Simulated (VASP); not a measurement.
# Li3Si2N (Cmmm) in VASP: notebook

Runs on Li3Si2N. Level: PBE. Tasks: relaxation of cell and atoms.

Program: VASP 6.6.1. These are calculated values, not measurements. Logs are shortened: lines on timing, memory, paths and dates and some standing lists are left out, and cuts for length are marked.

### 1 The cell of the first run

The structure is orthorhombic, space group Cmmm (No. 65). The conventional cell has a = 4.379 Å, b = 6.699 Å, c = 6.223 Å, α = 90.00°, β = 90.00°, γ = 90.00°. Within 2.5 Å of Li (site symmetry mm2) lie 2 Si at 1.88 Å. Within 3.5 Å of Li (site symmetry mmm) lie 4 Li at 2.62 Å and 2 N at 3.11 Å. Within 2.2 Å of Si (site symmetry m2m) lie 1 Si at 1.69 Å and 2 Li at 1.88 Å. Within 3.2 Å of N (site symmetry mmm) lie 6 Si at 2.35 to 2.50 Å and 6 Li at 2.76 to 3.11 Å.

The cell was built from a structure type or drawn by symmetry, and may not be a known phase.

### 2 Relaxation of cell and atoms, PBE

Input file INCAR:

```
SYSTEM = Li3Si2N
PREC = Accurate
ENCUT = 600
EDIFF = 1E-6
ISMEAR = 0
SIGMA = 0.1
LREAL = .FALSE.
LASPH = .TRUE.
NELM = 80
ALGO = Normal
ISIF = 3
LWAVE = .FALSE.
LCHARG = .FALSE.
GGA = PE
IBRION = 2
NSW = 90
EDIFFG = -0.04
```

Input file KPOINTS:

```
regular mesh
0
G
  6 6 4
  0 0 0
```

Input file POSCAR:

```
Li3Si2N
1.0
    2.1895930500     -3.3492886900      0.0000000000
    2.1895930500      3.3492886900      0.0000000000
    0.0000000000      0.0000000000      6.2232310900
Li Si N
3 2 1
Direct
    0.0000000000      0.0000000000      0.2699191000
    0.0000000000      0.0000000000      0.7300809000
    0.5000000000      0.5000000000      0.5000000000
    0.8738468100      0.1261531900      0.0000000000
    0.1261531900      0.8738468100      0.0000000000
    0.5000000000      0.5000000000      0.0000000000
```

Potentials or basis: VASP PAW PBE potentials, release 64 (Li_sv, Si, N).

On the command line:

```bash
cat potpaw_PBE.64/Li_sv/POTCAR potpaw_PBE.64/Si/POTCAR potpaw_PBE.64/N/POTCAR > POTCAR
mpirun -np 1 vasp_std > vasp.out
```

OUTCAR:

```text
SYSTEM = Li3Si2N
   PREC = Accurate
   ENCUT = 600
   EDIFF = 1E-6
   ISMEAR = 0
   LREAL = .FALSE.
   LASPH = .TRUE.
   NELM = 80
   ISIF = 3
   GGA = PE
   IBRION = 2
   NSW = 90
   EDIFFG = -0.04

 ion  position               nearest neighbor table
   1  0.000  0.000  0.270-   4 1.88   5 1.88
   2  0.000  0.000  0.730-   4 1.88   5 1.88
   3  0.500  0.500  0.500-
   4  0.874  0.126  0.000-   5 1.69   2 1.88   1 1.88   6 2.35   6 2.35   5 2.75   5 2.75
   5  0.126  0.874  0.000-   4 1.69   2 1.88   1 1.88   6 2.35   6 2.35   4 2.75   4 2.75
   6  0.500  0.500  0.000-   5 2.35   4 2.35   5 2.35   4 2.35

  LATTYP: Found a base centered orthorhombic cell.
 ALAT       =     4.3791861000
 B/A-ratio  =     1.5296398068
 C/A-ratio  =     1.4210930862

  Lattice vectors:

 A1 = (   2.1895930500,  -3.3492886900,   0.0000000000)
 A2 = (   2.1895930500,   3.3492886900,   0.0000000000)
 A3 = (   0.0000000000,   0.0000000000,   6.2232310900)

Analysis of symmetry for initial positions (statically):
=====================================================================
 Subroutine PRICEL returns:
 Original cell was already a primitive cell.

 Routine SETGRP: Setting up the symmetry group for a
 base centered orthorhombic supercell.

 Subroutine GETGRP returns: Found  8 space group operations
 (whereof  8 operations were pure point group operations)
 out of a pool of  8 trial point group operations.

The static configuration has the point symmetry D_2h.

Analysis of symmetry for dynamics (positions and initial velocities):
=====================================================================
 Subroutine PRICEL returns:
 Original cell was already a primitive cell.

 Routine SETGRP: Setting up the symmetry group for a
 base centered orthorhombic supercell.

 Subroutine GETGRP returns: Found  8 space group operations
 (whereof  8 operations were pure point group operations)
 out of a pool of  8 trial point group operations.

The dynamic configuration has the point symmetry D_2h.

 Subroutine INISYM returns: Found  8 space group operations
 (whereof  8 operations are pure point group operations),
 and found     1 'primitive' translations

----------------------------------------------------------------------------------------

                                     Primitive cell

  volume of cell :      91.2771

  direct lattice vectors                    reciprocal lattice vectors
     2.189593050 -3.349288690  0.000000000     0.228352935 -0.149285429  0.000000000
     2.189593050  3.349288690  0.000000000     0.228352935  0.149285429  0.000000000
     0.000000000  0.000000000  6.223231090     0.000000000  0.000000000  0.160688232

  length of vectors
     4.001506273  4.001506273  6.223231090     0.272820825  0.272820825  0.160688232

  position of ions in fractional coordinates (direct lattice)
     0.000000000  0.000000000  0.269919100
     0.000000000  0.000000000  0.730080900
     0.500000000  0.500000000  0.500000000
     0.873846810  0.126153190  0.000000000
     0.126153190  0.873846810  0.000000000
     0.500000000  0.500000000  0.000000000

  ion indices of the primitive-cell ions
   primitive index   ion index
                 1           1
                 2           2
                 3           3
                 4           4
                 5           5
                 6           6

----------------------------------------------------------------------------------------

 KPOINTS: regular mesh

Automatic generation of k-mesh.
 Grid dimensions read from file:
 generate k-points for:    6    6    4

 Generating k-lattice:

  Cartesian coordinates                     Fractional coordinates (reciprocal lattice)
     0.038058823 -0.024880905  0.000000000     0.166666667 -0.000000000  0.000000000
     0.038058823  0.024880905  0.000000000    -0.000000000  0.166666667  0.000000000
     0.000000000  0.000000000  0.040172058     0.000000000  0.000000000  0.250000000

  Length of vectors
     0.045470137  0.045470137  0.040172058

  Shift w.r.t. Gamma in fractional coordinates (k-lattice)
     0.000000000  0.000000000  0.000000000

 Subroutine IBZKPT returns following result:
 ===========================================

 Found     39 irreducible k-points:

 Following reciprocal coordinates:
            Coordinates               Weight
  0.000000  0.000000  0.000000      1.000000
  0.166667  0.000000  0.000000      4.000000
  0.333333  0.000000  0.000000      4.000000
  0.500000  0.000000  0.000000      2.000000
  0.166667  0.166667  0.000000      2.000000
  0.333333  0.166667  0.000000      4.000000
[... 16 lines left out ...]
  0.333333  0.333333  0.250000      4.000000
  0.500000  0.333333  0.250000      8.000000
 [... further k-points ...]
   k-points           NKPTS =     39   k-points in BZ     NKDIM =     39   number of bands    NBANDS=     15
   number of dos      NEDOS =    301   number of ions     NIONS =      6
   total plane-waves  NPLWV =  51200
[... 71 lines left out ...]
  -------------------------------------------------------------------------------------
  Total       -2.8720486     33.8082970     29.3151759     -0.0000000      0.0000000      0.0000000
  in kB      -50.4127578    593.4333718    514.5661031     -0.0000000      0.0000000      0.0000000
  external PRESSURE =     352.5289057 kB  Pullay stress =       0.0000000 kB
[... 101 lines left out ...]
  FREE ENERGIE OF THE ION-ELECTRON SYSTEM (eV)
  ---------------------------------------------------
  free  energy   TOTEN  =       -22.2201441961 eV

  energy  without entropy=      -22.2080615692  energy(sigma->0) =      -22.21410288

 E-fermi :   3.5457     XC(G=0):  -8.3014

 val. band max:        3.5285492828   @ k =   0.1667   0.1667   0.2500
 cond. band min:       3.5703872820   @ k =   0.5000   0.5000   0.2500
 fundamental gap:      0.0418379993
 Fermi energy:         3.5456807902

 k-point     1 :       0.0000    0.0000    0.0000
  band No.  band energies     occupation
      1     -44.3959      2.00000
      2     -43.5746      2.00000
      3     -43.5152      2.00000
      4     -12.9435      2.00000
      5      -5.0037      2.00000
      6      -4.8060      2.00000
      7      -1.7296      2.00000
      8      -0.9394      2.00000
      9      -0.0926      2.00000
     10       1.6304      2.00000
     11       2.2030      2.00000
     12       3.4540      1.80535
     13       6.2684      0.00000
     14       6.5485      0.00000
     15       7.4459      0.00000
[... 397 lines left out ...]
 k-point    24 :       0.5000    0.3333    0.2500
  band No.  band energies     occupation
      1     -44.3958      2.00000
      2     -43.5736      2.00000
      3     -43.5160      2.00000
      4     -12.7097      2.00000
      5      -7.2973      2.00000
      6      -2.7199      2.00000
      7      -1.5131      2.00000
      8      -1.1547      2.00000
      9       0.9433      2.00000
     10       1.3112      2.00000
     11       2.7192      2.00000
     12       3.6948      0.03499
     13       4.9058      0.00000
     14       5.7032      0.00000
     15       6.2403      0.00000

 [... further k-points ...]

[... ionic steps 4 to 31 ...]

--------------------------------------- Ionic step       32  -------------------------------------------

 number of electron      22.0000033 magnetization

------------------------ aborting loop because EDIFF is reached ----------------------------------------

  FORCE on cell =-STRESS in cart. coord.  units (eV):
  Direction    XX          YY          ZZ          XY          YZ          ZX
  --------------------------------------------------------------------------------------
  -------------------------------------------------------------------------------------
  Total        0.0511744     -0.1123558      0.1828500      0.0000000      0.0000000      0.0000000
  in kB        0.8599581     -1.8880765      3.0726929      0.0000000      0.0000000      0.0000000
  external PRESSURE =       0.6815248 kB  Pullay stress =       0.0000000 kB
[... 65 lines left out ...]
  energy  without entropy=      -24.7960247401  energy(sigma->0) =      -24.80103541

--------------------------------------- Ionic step       34  -------------------------------------------

 number of electron      22.0000034 magnetization

 Free energy of the ion-electron system (eV)
  ---------------------------------------------------
  ext. energy  EPLUGINS =         0.00000000
  ---------------------------------------------------
  free energy    TOTEN  =       -24.80620841 eV

  energy without entropy =      -24.79619234  energy(sigma->0) =      -24.80120038

 E-fermi :   4.0031     XC(G=0):  -8.6090

 val. band max:        3.9957056211   @ k =   0.3333   0.0000   0.5000
 cond. band min:       4.0092878917   @ k =   0.5000   0.0000   0.2500
 fundamental gap:      0.0135822706
 Fermi energy:         4.0031133148

 k-point     1 :       0.0000    0.0000    0.0000
  band No.  band energies     occupation
      1     -43.7138      2.00000
      2     -43.0721      2.00000
      3     -43.0062      2.00000
      4     -12.5506      2.00000
      5      -4.5720      2.00000
      6      -4.2797      2.00000
      7      -1.3262      2.00000
      8      -0.5373      2.00000
      9       0.3326      2.00000
     10       1.8840      2.00000
     11       2.8315      2.00000
     12       4.1153      0.11277
     13       6.7821      0.00000
     14       6.9450      0.00000
     15       7.3432      0.00000
[... 397 lines left out ...]
 k-point    24 :       0.5000    0.3333    0.2500
  band No.  band energies     occupation
      1     -43.7137      2.00000
      2     -43.0687      2.00000
      3     -43.0096      2.00000
      4     -12.3121      2.00000
      5      -6.8339      2.00000
      6      -2.3385      2.00000
      7      -1.0172      2.00000
      8      -0.8098      2.00000
      9       1.3679      2.00000
     10       1.6777      2.00000
     11       3.1644      2.00000
     12       4.1937      0.00702
     13       5.3472      0.00000
     14       6.4621      0.00000
     15       7.0543      0.00000

 [... further k-points ...]
[... 5 lines left out ...]
  --------------------------------------------------------------------------------------
  -------------------------------------------------------------------------------------
  Total        0.0457081      0.1883029      0.1800301      0.0000000      0.0000000      0.0000000
  in kB        0.7672256      3.1607292      3.0218669      0.0000000      0.0000000      0.0000000
  external PRESSURE =       2.3166072 kB  Pullay stress =       0.0000000 kB
[... 21 lines left out ...]
  FREE ENERGIE OF THE ION-ELECTRON SYSTEM (eV)
  ---------------------------------------------------
  free  energy   TOTEN  =       -24.8062084116 eV

  energy  without entropy=      -24.7961923448  energy(sigma->0) =      -24.80120038

 reached required accuracy - stopping structural energy minimisation
```

Run time: 17 min. Hardware: 1 thread of Intel Xeon Platinum 8259CL at 2.50GHz (Skylake/Cascade Lake), shared host; peak memory 0.26 GiB.

What came out:

| Property | Result |
| --- | --- |
| Free energy | -24.8062 eV |
| Relaxed volume | 15.91 Å³/atom |
| Relaxed cell | a = 4.685 Å, b = 4.685 Å, c = 5.085 Å, α = 90.00°, β = 90.00°, γ = 121.20° |
| Space group after relaxing (to 0.1 Å) | Cmmm (No. 65) |
| Energy gained by relaxing | 2182.6 meV/atom |
| Ionic steps | 34 |
| Pressure after relaxing | 0.2 GPa |
| Largest force after relaxing | 0.036 eV/Å |
| Band gap on the k mesh | zero (bands 11 and 12 overlap by 0.95 eV) |

Forces in eV/Å, atoms in the order of the input:
```
Li   0.000  0.000  0.036
Li   0.000  0.000 -0.036
Li   0.000  0.000  0.000
Si   0.000 -0.024  0.000
Si   0.000  0.024  0.000
N    0.000  0.000  0.000
```

Step by step:
| step | energy change (eV) | largest force (eV/Å) | pressure (GPa) | volume (Å³) |
| --- | --- | --- | --- | --- |
| 1 | 0.0000 | 23.9701 | 35.25 | 91.28 |
| 2 | -10.4938 | 2.2327 | -2.30 | 140.14 |
| 3 | -10.5095 | 1.8949 | -2.27 | 140.84 |
| 4 | -10.2857 | 6.7366 | 6.60 | 134.66 |
| 5 | -10.8031 | 1.6785 | 0.73 | 138.01 |
| 6 | -11.1835 | 1.3447 | -0.35 | 138.09 |
| 7 | -11.8640 | 0.8502 | -3.41 | 137.69 |
| 8 | -12.2022 | 1.5344 | -7.05 | 134.08 |
| 9 | -12.2523 | 0.6295 | -5.27 | 136.49 |
| 10 | -12.3373 | 1.1443 | -6.38 | 135.42 |
| 11 | -12.5278 | 0.4094 | -4.88 | 130.22 |
| 12 | -12.5740 | 0.2765 | -3.57 | 126.72 |
| 13 | -12.6608 | 0.2184 | -3.12 | 124.18 |
| 14 | -12.8470 | 0.0556 | -1.37 | 116.74 |
| 15 | -12.6927 | 0.5284 | 5.07 | 102.46 |
| 16 | -12.8941 | 0.0633 | -0.07 | 112.70 |
| 17 | -12.8979 | 0.1097 | 0.51 | 111.21 |
| 18 | -12.9385 | 0.5295 | -0.40 | 110.28 |
| 19 | -12.9433 | 0.7204 | -0.77 | 109.82 |
| 20 | -12.9787 | 0.1857 | -0.51 | 108.34 |
| 21 | -12.9868 | 0.2613 | -0.30 | 107.34 |
| 22 | -13.0045 | 0.2002 | -0.48 | 106.52 |
| 23 | -13.0378 | 0.1454 | -1.01 | 104.02 |
| 24 | -12.9896 | 0.7552 | -1.79 | 98.75 |
| 25 | -13.0433 | 0.2316 | -1.19 | 103.05 |
| 26 | -13.0582 | 0.3038 | -0.14 | 100.70 |
| 27 | -13.0592 | 0.3284 | 0.23 | 99.93 |
| 28 | -13.0721 | 0.3115 | 0.35 | 98.37 |
| 29 | -13.0762 | 0.2927 | 0.52 | 96.69 |
| 30 | -13.0887 | 0.2024 | 0.32 | 96.12 |
| 31 | -13.0950 | 0.0982 | 0.06 | 95.30 |
| 32 | -13.0950 | 0.1030 | 0.07 | 95.34 |
| 33 | -13.0954 | 0.0951 | 0.32 | 95.51 |
| 34 | -13.0955 | 0.0363 | 0.23 | 95.45 |

Final structure:
```yaml
crystal:
  lattice:
    - [2.29979, -4.08123, 0.00000]
    - [2.29979, 4.08123, 0.00000]
    - [0.00000, 0.00000, 5.08478]
  atoms:
    - { symbol: Li, position: [0.00000, 0.00000, 0.22347] }
    - { symbol: Li, position: [0.00000, 0.00000, 0.77653] }
    - { symbol: Li, position: [0.50000, 0.50000, 0.50000] }
    - { symbol: Si, position: [0.70921, 0.29079, 0.00000] }
    - { symbol: Si, position: [0.29079, 0.70921, 0.00000] }
    - { symbol: N, position: [0.50000, 0.50000, 0.00000] }
```

Caveat: the cutoff is under 1.25 times the usual one of these potentials, so pressure, stress and relaxed cells hold a basis-set (Pulay) error; a cell axis changed by over 15 % at a fixed basis, so the end point is rough.

### 3 Relaxation of cell and atoms, PBE

This run uses another cell than the first one, of 16.15 Å³/atom.

Input file INCAR:

```
SYSTEM = Li3Si2N
ALGO     = Normal         ! electronic algorithm
EDIFF    = 1E-7           ! SCF threshold, eV
EDIFFG   = -0.01          ! ionic threshold
ENCUT    = 600            ! plane-wave cutoff, eV
GGA      = PE             ! functional
IBRION   = 2              ! ionic algorithm
ISIF     = 3              ! what is computed and relaxed
ISMEAR   = 0              ! smearing method
LASPH    = .TRUE.         ! aspherical terms in the spheres
LCHARG   = .FALSE.        ! write CHGCAR
LREAL    = .FALSE.        ! projectors in reciprocal space
LWAVE    = .FALSE.        ! write WAVECAR
NELM     = 100            ! most SCF steps
NSW      = 100            ! ionic steps
PREC     = Accurate       ! precision mode
SIGMA    = 0.1            ! smearing width, eV
```

Input file KPOINTS:

```
k-points
0
G
  10 10 8
  0 0 0
```

Input file POSCAR:

```
Li3Si2N
1.0
    2.2988079870     -4.1003992627      0.0000000000
    2.2988079870      4.1003992627      0.0000000000
    0.0000000000      0.0000000000      5.1390151808
Li Si N
3 2 1
Direct
    0.0000000000      0.0000000000      0.2232922816
    0.0000000000      0.0000000000      0.7767077184
    0.5000000000      0.5000000000      0.5000000000
    0.7088064767      0.2911935233      0.0000000000
    0.2911935233      0.7088064767      0.0000000000
    0.5000000000      0.5000000000      0.0000000000
```

Potentials or basis: VASP PAW PBE potentials, release 64 (Li_sv, Si, N).

On the command line:

```bash
cat potpaw_PBE.64/Li_sv/POTCAR potpaw_PBE.64/Si/POTCAR potpaw_PBE.64/N/POTCAR > POTCAR
mpirun -np 1 vasp_std > vasp.out
```

Wall time 13 min (1 thread of Intel Xeon Platinum 8259CL at 2.50GHz (Skylake/Cascade Lake), shared host); peak memory 0.44 GiB.

It converged, with:

* Free energy: -24.8046 eV
* Relaxed volume: 16.14 Å³/atom
* Relaxed cell: a = 4.697 Å, b = 4.697 Å, c = 5.128 Å, α = 90.00°, β = 90.00°, γ = 121.15°
* Space group after relaxing (to 0.1 Å): Cmmm (No. 65)
* Energy gained by relaxing: 0.1 meV/atom
* Ionic steps: 7
* Pressure after relaxing: 0.0 GPa
* Largest force after relaxing: 0.008 eV/Å
* Band gap on the k mesh: zero (bands 11 and 12 overlap by 1.29 eV)

Forces in eV/Å, atoms in the order of the input:
```
Li   0.000  0.000  0.008
Li   0.000  0.000 -0.008
Li   0.000  0.000  0.000
Si   0.000  0.001  0.000
Si   0.000 -0.001  0.000
N    0.000  0.000  0.000
```

The path:
```csv
step,energy change (eV),largest force (eV/Å),pressure (GPa),volume (Å³)
1,0.0000,0.0118,-0.02,96.88
2,-0.0002,0.0412,0.05,96.86
3,-0.0002,0.0526,0.08,96.85
4,-0.0004,0.0262,0.02,96.89
5,-0.0004,0.0139,-0.03,96.93
6,-0.0005,0.0126,-0.03,96.91
7,-0.0005,0.0078,0.00,96.83
```

Final structure:
```
CELL_PARAMETERS angstrom
2.30776 -4.09107 0.00000
2.30776 4.09107 0.00000
0.00000 0.00000 5.12825
ATOMIC_POSITIONS crystal
Li 0.00000 0.00000 0.22337
Li 0.00000 0.00000 0.77663
Li 0.50000 0.50000 0.50000
Si 0.70911 0.29089 0.00000
Si 0.29089 0.70911 0.00000
N 0.50000 0.50000 0.00000
```

Levels at points of the mesh, in eV from the Fermi level:
| k point | band 8 | band 9 | band 10 | band 11 | band 12 | band 13 | band 14 | band 15 |
| --- | --- | --- | --- | --- | --- | --- | --- | --- |
| (0.00, 0.00, 0.00) | -4.47 | -3.63 | -2.09 | -1.19 | 0.11 | 2.74 | 2.93 | 3.34 |
| (0.50, 0.00, 0.00) | -4.93 | -2.61 | -0.62 | -0.01 | 0.60 | 0.80 | 2.40 | 2.64 |
| (0.50, 0.50, 0.00) | -4.60 | -2.76 | -2.20 | -0.54 | -0.19 | 1.02 | 1.84 | 3.25 |
| (0.00, 0.00, 0.50) | -4.41 | -3.58 | -1.94 | -1.25 | 1.68 | 2.32 | 2.74 | 2.80 |
| (0.50, 0.00, 0.50) | -5.10 | -2.54 | -2.23 | -0.32 | 0.95 | 1.77 | 2.84 | 3.66 |
| (0.50, 0.50, 0.50) | -4.63 | -3.42 | -2.65 | -0.51 | 0.66 | 1.27 | 1.39 | 3.61 |

Caveat: the cutoff is under 1.25 times the usual one of these potentials, so pressure, stress and relaxed cells hold a basis-set (Pulay) error.
